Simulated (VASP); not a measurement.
# TePb (Fm-3m) in VASP: notebook

Aim: see how the results for TePb move with the level of theory and the settings. Levels: SVWN5, PBE. Tasks: relaxation of cell and atoms, single point.

All numbers are computed with VASP 6.6.1; they aren't measurements. Logs are shortened: lines on timing, memory, paths and dates and some standing lists are left out, and cuts for length are marked.

### 1 The cell of the first run

Symmetry: Fm-3m, No. 225, cubic system. Conventional cell: a = 6.462 Å, b = 6.462 Å, c = 6.462 Å, α = 90.00°, β = 90.00°, γ = 90.00°. Pb (site symmetry m-3m) has 6 Te at 3.23 Å within 4.3 Å. Te (site symmetry m-3m) has 6 Pb at 3.23 Å within 4.3 Å.

### 2 Relaxation of cell and atoms, SVWN5

Contents of INCAR:

```
PREC     = Accurate       # precision mode
ENCUT    = 600            # plane-wave cutoff, eV
EDIFF    = 1E-6           # SCF threshold, eV
ISMEAR   = 1              # smearing method
SIGMA    = 0.025          # smearing width, eV
LREAL    = False          # projectors in reciprocal space
LASPH    = True           # aspherical terms in the spheres
NELM     = 60             # most SCF steps
ALGO     = Normal         # electronic algorithm
ISIF     = 3              # what is computed and relaxed
LWAVE    = False          # write WAVECAR
LCHARG   = False          # write CHGCAR
GGA      = VW             # functional
IBRION   = 2              # ionic algorithm
NSW      = 80             # ionic steps
EDIFFG   = -0.005         # ionic threshold
```

Contents of KPOINTS:

```
regular mesh
0
Gamma
  7 7 7
```

Contents of POSCAR:

```
TePb
1.0
    0.0000000000      3.2310000000      3.2310000000
    3.2310000000      0.0000000000      3.2310000000
    3.2310000000      3.2310000000      0.0000000000
Pb Te
1 1
Direct
    0.0000000000      0.0000000000      0.0000000000
    0.5000000000      0.5000000000      0.5000000000
```

Potentials or basis: VASP PAW PBE potentials, release 64 (Pb_d, Te).

Launch:

```bash
$ cat potpaw_PBE.64/Pb_d/POTCAR potpaw_PBE.64/Te/POTCAR > POTCAR
$ mpirun -np 1 vasp_std > vasp.out
```

OUTCAR:

```text
PREC = Accurate
   ENCUT = 600
   EDIFF = 1E-6
   ISMEAR = 1
   LREAL = False
   LASPH = True
   NELM = 60
   ISIF = 3
   GGA = VW
   IBRION = 2
   NSW = 80
   EDIFFG = -0.005

 ion  position               nearest neighbor table
   1  0.000  0.000  0.000-   2 3.23   2 3.23   2 3.23   2 3.23   2 3.23   2 3.23
   2  0.500  0.500  0.500-   1 3.23   1 3.23   1 3.23   1 3.23   1 3.23   1 3.23

  LATTYP: Found a face centered cubic cell.
 ALAT       =     6.4620000000

  Lattice vectors:

 A1 = (   0.0000000000,   3.2310000000,   3.2310000000)
 A2 = (   3.2310000000,   0.0000000000,   3.2310000000)
 A3 = (   3.2310000000,   3.2310000000,   0.0000000000)

Analysis of symmetry for initial positions (statically):
=====================================================================
 Subroutine PRICEL returns:
 Original cell was already a primitive cell.

 Routine SETGRP: Setting up the symmetry group for a
 face centered cubic supercell.

 Subroutine GETGRP returns: Found 48 space group operations
 (whereof 48 operations were pure point group operations)
 out of a pool of 48 trial point group operations.

The static configuration has the point symmetry O_h .

Analysis of symmetry for dynamics (positions and initial velocities):
=====================================================================
 Subroutine PRICEL returns:
 Original cell was already a primitive cell.

 Routine SETGRP: Setting up the symmetry group for a
 face centered cubic supercell.

 Subroutine GETGRP returns: Found 48 space group operations
 (whereof 48 operations were pure point group operations)
 out of a pool of 48 trial point group operations.

The dynamic configuration has the point symmetry O_h .

 Subroutine INISYM returns: Found 48 space group operations
 (whereof 48 operations are pure point group operations),
 and found     1 'primitive' translations

----------------------------------------------------------------------------------------

                                     Primitive cell

  volume of cell :      67.4592

  direct lattice vectors                    reciprocal lattice vectors
     0.000000000  3.231000000  3.231000000    -0.154750851  0.154750851  0.154750851
     3.231000000  0.000000000  3.231000000     0.154750851 -0.154750851  0.154750851
     3.231000000  3.231000000  0.000000000     0.154750851  0.154750851 -0.154750851

  length of vectors
     4.569324020  4.569324020  4.569324020     0.268036337  0.268036337  0.268036337

[... 71 lines left out ...]
   LSORBIT =      F    spin-orbit coupling
   LASPH  =      T    aspherical Exc in radial PAW
   ENCUT  =  600.0 eV  44.10 Ry    6.64 a.u.   9.13  9.13  9.13*2*pi/ulx,y,z
   NELM   =     60;   NELMIN=  2; NELMDL= -5     # of ELM steps
   EDIFF  = 0.1E-05   stopping-criterion for ELM
   LREAL  =      F    real-space projection
   EDIFFG = -.5E-02   stopping-criterion for IOM
   NSW    =     80    number of steps for IOM
   IBRION =      2    ionic relax: 0-MD 1-quasi-New 2-CG
   NFREE  =      1    steps in history (QN), initial steepest desc. (CG)
   ISIF   =      3    stress and relaxation
   ISYM   =      2    0-nonsym 1-usesym 2-fastsym
   POTIM  = 0.5000    time-step for ionic-motion
   TEBEG  =    0.0;   TEEND  =   0.0 temperature during run
   PSTRESS=    0.0 pullay stress
   NELECT =      20.0000    total number of electrons
   NUPDOWN=      -1.0000    fix difference up-down
   EMIN   =  10.00;   EMAX   =-10.00  energy-range for DOS
   EFERMI =   0.00;   METHOD = LEGACY
   ISMEAR =     1;   SIGMA  =   0.03  broadening in eV -4-tet -1-fermi 0-gaus
   EFERMI_NEDOS =   21; number of points for ismear=-14 and -15
   IALGO  =     38    algorithm
   IMIX   =      4    mixing-type and parameters
     AMIX     =   0.40;   BMIX     =  1.00
     AMIX_MAG =   1.60;   BMIX_MAG =  1.00
  volume/ion in A,a.u.               =      33.73       227.62
  Fermi-wavevector in a.u.,A,eV,Ry     =   1.091619  2.062861 16.213147  1.191633
  Thomas-Fermi vector in A             =   2.227868
   LORBIT       =      0    0 simple, 1 ext, 2 COOP (PROOUT), +10 PAW based schemes
   GGA     = VW    functional components
   LHFCALC =     F    Hartree Fock is set to
   AEXX    =    0.0000 exact exchange contribution
   IVDW    =     0    specifies the selected vdW correction
   LEPSILON=     F    determine dielectric tensor
   LRPA    =     F    only Hartree local field effects (RPA)
 conjugate gradient relaxation of ions
 non-spin polarized calculation
 Methfessel and Paxton  Order N= 1 SIGMA  =   0.03
  energy-cutoff  :      600.00
  volume of cell :       67.46
 maximum number of plane-waves:      2259
 NGX is ok and might be reduce to    40
   NGX = 19   NGY = 19   NGZ = 19

--------------------------------------- Ionic step        1  -------------------------------------------

 number of electron      19.9999998 magnetization

 Free energy of the ion-electron system (eV)
  ---------------------------------------------------
  ext. energy  EPLUGINS =         0.00000000
  ---------------------------------------------------
  free energy    TOTEN  =        -8.75648441 eV

  energy without entropy =       -8.75651822  energy(sigma->0) =       -8.75649568

------------------------ aborting loop because EDIFF is reached ----------------------------------------

  FORCE on cell =-STRESS in cart. coord.  units (eV):
  Direction    XX          YY          ZZ          XY          YZ          ZX
  --------------------------------------------------------------------------------------
  -------------------------------------------------------------------------------------
  Total       -0.7334074     -0.7334074     -0.7334074      0.0000000      0.0000000      0.0000000
  in kB      -17.4186697    -17.4186697    -17.4186697      0.0000000      0.0000000      0.0000000
  external PRESSURE =     -17.4186697 kB  Pullay stress =       0.0000000 kB
[... 59 lines left out ...]
--------------------------------------- Ionic step        3  -------------------------------------------

 number of electron      20.0000001 magnetization

 Free energy of the ion-electron system (eV)
  ---------------------------------------------------
  ext. energy  EPLUGINS =         0.00000000
  ---------------------------------------------------
  free energy    TOTEN  =        -8.77080738 eV

  energy without entropy =       -8.77084119  energy(sigma->0) =       -8.77081865

 E-fermi :   5.6761     XC(G=0):  -9.7342

 val. band max:        5.6550684726   @ k =   0.4286   0.0000   0.0000
 cond. band min:       6.5499698008   @ k =   0.4286   0.0000   0.0000
 fundamental gap:      0.8949013281
 Fermi energy:         5.6761155281

 k-point     1 :       0.0000    0.0000    0.0000
  band No.  band energies     occupation
      1     -10.8768      2.00000
      2     -10.8768      2.00000
      3     -10.8593      2.00000
      4     -10.8593      2.00000
      5     -10.8593      2.00000
      6      -6.6117      2.00000
      7       0.1478      2.00000
      8       4.3082      2.00000
      9       4.3082      2.00000
     10       4.3082      2.00000
     11       9.8259      0.00000
     12       9.8259      0.00000
     13       9.8259      0.00000
     14      11.5301      0.00000
[... 350 lines left out ...]
  FREE ENERGIE OF THE ION-ELECTRON SYSTEM (eV)
  ---------------------------------------------------
  free  energy   TOTEN  =        -8.7708073829 eV

  energy  without entropy=       -8.7708411900  energy(sigma->0) =       -8.77081865

 reached required accuracy - stopping structural energy minimisation
```

OSZICAR:

```text
N       E                     dE             d eps       ncg     rms          rms(c)
DAV:   1     0.161497859195E+03    0.16150E+03   -0.99897E+03   560   0.153E+03
DAV:   2     0.350170088322E+01   -0.15800E+03   -0.15499E+03   578   0.360E+02
DAV:   3    -0.858199104244E+01   -0.12084E+02   -0.11960E+02   764   0.104E+02
[... 22 lines left out ...]
DAV:   3    -0.877079257736E+01    0.60070E-02   -0.26287E-02   692   0.278E+00    0.796E-02
DAV:   4    -0.877080914951E+01   -0.16572E-04   -0.42986E-04   560   0.224E-01    0.716E-02
DAV:   5    -0.877081027567E+01   -0.11262E-05   -0.11067E-04   694   0.113E-01    0.215E-02
DAV:   6    -0.877080747062E+01    0.28051E-05   -0.11608E-05   710   0.624E-02    0.570E-03
DAV:   7    -0.877080738294E+01    0.87686E-07   -0.48723E-07   298   0.101E-02
   3 F= -.87708074E+01 E0= -.87708187E+01  d E =-.143230E-01
```

CONTCAR:

```text
TePb
   1.00000000000000
     0.0000000000000000    3.1897150821749216    3.1897150821749216
     3.1897150821749216    0.0000000000000000    3.1897150821749216
     3.1897150821749216    3.1897150821749216    0.0000000000000000
  Pb              Te
     1     1
Direct
     0.0000000000000000    0.0000000000000000    0.0000000000000000
     0.5000000000000000    0.5000000000000000    0.5000000000000000

  0.00000000E+00  0.00000000E+00  0.00000000E+00
  0.00000000E+00  0.00000000E+00  0.00000000E+00
```

Wall time 42 s (1 thread of AMD EPYC 7R43 (Zen 3), shared host); peak memory 0.17 GiB.

What came out:

* Free energy: -8.7708 eV
* Relaxed volume: 32.45 Å³/atom
* Relaxed cell: a = 4.511 Å, b = 4.511 Å, c = 4.511 Å, α = 60.00°, β = 60.00°, γ = 60.00°
* Space group after relaxing (to 0.05 Å): Fm-3m (No. 225)
* Energy gained by relaxing: 7.2 meV/atom
* Ionic steps: 3
* Pressure after relaxing: 0.0 GPa

The path:
| step | energy change (eV) | largest force (eV/Å) | pressure (GPa) | volume (Å³) |
| --- | --- | --- | --- | --- |
| 1 | 0.0000 | 0.0000 | -1.74 | 67.46 |
| 2 | -0.0121 | 0.0000 | 0.76 | 63.94 |
| 3 | -0.0143 | 0.0000 | -0.01 | 64.91 |

Final structure:
```
Pb Te
1.0
     0.00000    3.18972    3.18972
     3.18972    0.00000    3.18972
     3.18972    3.18972    0.00000
Pb Te
1 1
Direct
  0.00000 0.00000 0.00000
  0.50000 0.50000 0.50000
```

Caveat: this odd mesh misses L, where the gap lies, so gap, dielectric constants and Born charges aren't listed; the PAW data sets were made with another functional, which shifts forces and pressure a little; spin-orbit coupling is left out, which moves the levels of the heavy elements.

### 3 Single point, PBE, collinear spin, ferromagnetic start (volume scaled by 0.94)

Contents of INCAR:

```
ALGO     = Normal         # electronic algorithm
EDIFF    = 1E-6           # SCF threshold, eV
ENCUT    = 520            # plane-wave cutoff, eV
GGA      = PE             # functional
ISIF     = 2              # what is computed and relaxed
ISMEAR   = 0              # smearing method
ISPIN    = 2              # spin polarisation
LASPH    = True           # aspherical terms in the spheres
LCHARG   = True           # write CHGCAR
LELF     = True           # ELF
LORBIT   = 11             # projections on sites
LREAL    = False          # projectors in reciprocal space
LVHAR    = True         
LWAVE    = False          # write WAVECAR
MAGMOM   = 1 0            # initial moments
NBANDS   = 21             # bands
NELM     = 150            # most SCF steps
NUPDOWN  = 1.0            # fixed moment
PREC     = Accurate       # precision mode
SIGMA    = 0.025          # smearing width, eV
```

Contents of KPOINTS:

```
k-points
0
Gamma
  7 7 7
```

Contents of POSCAR:

```
TePb
1.0
    0.0000000000      3.1650427173      3.1650427173
    3.1650427173      0.0000000000      3.1650427173
    3.1650427173      3.1650427173      0.0000000000
Pb Te
1 1
Direct
    0.0000000000      0.0000000000      0.0000000000
    0.5000000000      0.5000000000      0.5000000000
```

Potentials or basis: VASP PAW PBE potentials, release 64 (Pb_d, Te).

Launch:

```bash
$ cat potpaw_PBE.64/Pb_d/POTCAR potpaw_PBE.64/Te/POTCAR > POTCAR
$ mpirun -np 1 vasp_std > vasp.out
```

Run time: 55 s. Hardware: 1 thread of AMD EPYC 7R43 (Zen 3), shared host; peak memory 0.22 GiB.

The run converged. Its results:

```yaml
Free_energy: -6.4517 eV
Pressure: 5.2 GPa
Net_moment: 1.00 μB per cell
Site_moments: Pb +0.26; Te +0.26 μB
Valence_electrons_inside_the_program's_atomic_spheres: Pb 11.95; Te 3.36
```

Caveat: the cell differs from its parent crystal (volume scaled by 0.94); this odd mesh misses L, where the gap lies, so gap, dielectric constants and Born charges aren't listed; spin-orbit coupling is left out, which moves the levels of the heavy elements; the total moment is fixed, so each spin has its own Fermi level.

### 4 Single point, PBE, collinear spin, ferromagnetic start (volume scaled by 0.96)

Contents of INCAR:

```
SYSTEM = TePb
ALGO = Normal
EDIFF = 1E-6
ENCUT = 520
GGA = PE
ISIF = 2
ISMEAR = 0
ISPIN = 2
LASPH = .TRUE.
LCHARG = .FALSE.
LORBIT = 11
LREAL = .FALSE.
LWAVE = .FALSE.
MAGMOM = 1 0
NBANDS = 21
NELM = 150
NUPDOWN = 1.0
PREC = Accurate
SIGMA = 0.025
```

Contents of KPOINTS:

```
k-points
0
G
  7 7 7
  0 0 0
```

Contents of POSCAR:

```
TePb
1.0
    0.0000000000      3.1873324849      3.1873324849
    3.1873324849      0.0000000000      3.1873324849
    3.1873324849      3.1873324849      0.0000000000
Pb Te
1 1
Direct
    0.0000000000      0.0000000000      0.0000000000
    0.5000000000      0.5000000000      0.5000000000
```

Launch:

```bash
$ cat potpaw_PBE.64/Pb_d/POTCAR potpaw_PBE.64/Te/POTCAR > POTCAR
$ mpirun -np 1 vasp_std > vasp.out
```

It took 64 s on 1 thread of AMD EPYC 7R43 (Zen 3), shared host; peak memory 0.22 GiB.

It converged, with:

```
Free energy                                           : -6.4912 eV
Pressure                                              : 4.1 GPa
Net moment                                            : 1.00 μB per cell
Site moments                                          : Pb +0.25; Te +0.26 μB
Valence electrons inside the program's atomic spheres : Pb 11.93; Te 3.36
```

Caveat: the cell differs from its parent crystal (volume scaled by 0.96); this odd mesh misses L, where the gap lies, so gap, dielectric constants and Born charges aren't listed; spin-orbit coupling is left out, which moves the levels of the heavy elements; the total moment is fixed, so each spin has its own Fermi level.

### 5 The runs side by side

```tsv
task	level	spin	fixed moment (μB)	cell	cutoff (eV)	smearing	pressure (GPa)	moment (μB)
relaxation of cell and atoms	SVWN5	off	-	relaxed from a = 4.569 Å, angles 60.0°, 2 atoms	600	methfessel-paxton 0.025 eV	0.0	-
single point	PBE	collinear, ferromagnetic start	1.0	a = 4.476 Å, angles 60.0°, 2 atoms	520	gaussian 0.025 eV	5.2	1.00
single point	PBE	collinear, ferromagnetic start	1.0	a = 4.508 Å, angles 60.0°, 2 atoms	520	gaussian 0.025 eV	4.1	1.00
```

Alike in all rows: potentials or basis VASP PAW PBE potentials, release 64 (Pb_d, Te); k mesh 7 × 7 × 7.

Caveats: spin-orbit coupling is left out, which moves the levels of the heavy elements; the total moment is fixed, so each spin has its own Fermi level (some runs); the PAW data sets were made with another functional, which shifts forces and pressure a little (some runs).

Absolute energies hang on the potentials; compare differences alone.
